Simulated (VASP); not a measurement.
A run of VASP 6.6.1 is set up as follows.

The input POSCAR:

```
Li2Se
1.0
    0.0000000000      2.9935210596      2.9935210596
    2.9935210596      0.0000000000      2.9935210596
    2.9935210596      2.9935210596      0.0000000000
Se Li
1 2
Direct
    0.0000000000      0.0000000000      0.0000000000
    0.2500000000      0.2500000000      0.2500000000
    0.7500000000      0.7500000000      0.7500000000
```

Contents of INCAR.step1:

```
PREC = Accurate
ENCUT = 830
ISMEAR = 0
SIGMA = 0.01
LREAL = False
LASPH = True
NELM = 120
NBANDS = 13
GGA = PE
ALGO = Normal
EDIFF = 1E-5
LWAVE = True
LCHARG = False
GGA_COMPAT = False
```

The input INCAR.step2:

```
PREC = Accurate
ENCUT = 830
EDIFF = 1E-6
ISMEAR = 0
SIGMA = 0.01
LREAL = False
LASPH = True
NELM = 120
ALGO = Normal
ISIF = 2
LWAVE = False
LCHARG = True
METAGGA = R2SCAN
LMIXTAU = True
LELF = True
LVHAR = True
NBANDS = 13
ISTART = 1
GGA_COMPAT = False
```

File KPOINTS:

```
Automatic mesh
0
Gamma
  8 8 8
```

Potentials or basis: VASP PAW PBE potentials, release 64 (Se, Li_sv).

Command:

```bash
$ cat potpaw_PBE.64/Se/POTCAR potpaw_PBE.64/Li_sv/POTCAR > POTCAR
$ cp INCAR.step1 INCAR
$ mpirun -np 1 vasp_std > vasp.out
$ cp INCAR.step2 INCAR
$ mpirun -np 1 vasp_std > vasp.out
```

(1) Predict the pressure.

(2) Predict the band gap on the k mesh.

Answers

(1) -0.2 GPa.

(2) 3.46 eV, indirect (least direct gap 4.18 eV).

Caveat: the PAW data sets were made with another functional, which shifts forces and pressure a little.
